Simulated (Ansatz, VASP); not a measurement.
One calculation of LiCl, two programs

Contents of INCAR:

```
PREC = Accurate ; ENCUT = 600
EDIFF = 1E-7 ; ISMEAR = 0
SIGMA = 0.01 ; LREAL = False
LASPH = True ; NELM = 80
ALGO = Normal ; ISIF = 3
LWAVE = False ; LCHARG = False
GGA = RE ; IVDW = 12
IBRION = 2 ; NSW = 80
EDIFFG = -0.05
```

The input KPOINTS:

```
regular mesh
0
Gamma
  6 6 6
```

Contents of POSCAR:

```
LiCl
1.0
    0.0000000000      2.5647700000      2.5647700000
    2.5647700000      0.0000000000      2.5647700000
    2.5647700000      2.5647700000      0.0000000000
Li Cl
1 1
Direct
    0.0000000000      0.0000000000      0.0000000000
    0.5000000000      0.5000000000      0.5000000000
```

Input for Ansatz:

```yaml
crystal:
  lattice:
    - [0.0, 2.56477, 2.56477]
    - [2.56477, 0.0, 2.56477]
    - [2.56477, 2.56477, 0.0]
  atoms:
    - { symbol: Li, position: [0.0, 0.0, 0.0] }
    - { symbol: Cl, position: [0.5, 0.5, 0.5] }
kpoints:
  mp_grid:
    grid: [6, 6, 6]
hamiltonian:
  xc: revpbe
  dispersion: d3bj
scf:
  occupations:
    method: fixed
relax:
  f_tol: 0.05
  max_steps: 60
  cell: {}
```

Alike in both runs: task relaxation of cell and atoms; functional revPBE; dispersion D3(BJ); k mesh 6 × 6 × 6; no spin polarisation.

|  | VASP | Ansatz |
| --- | --- | --- |
| version | VASP 6.6.1 | Ansatz 0.2.0 |
| potentials or method | VASP PAW PBE potentials, release 64 (Li_sv, Cl) | plane waves, PAW |
| plane-wave cutoff (eV) | 600 | 420 |
| occupations | gaussian, width 0.01 eV | fixed |
| valence electrons in the cell | 10 | 10 |

```tsv
	VASP	Ansatz	Ansatz less VASP
relaxed volume (Å³/atom)	15.65	15.69	+0.042
relaxed cell length with the largest relative difference (Å)	3.537	3.540	+0.0032
```

VASP's potentials were made for PBE, not for revPBE.

Noted on VASP's run: the cutoff is short for stress, so the pressure is rough.
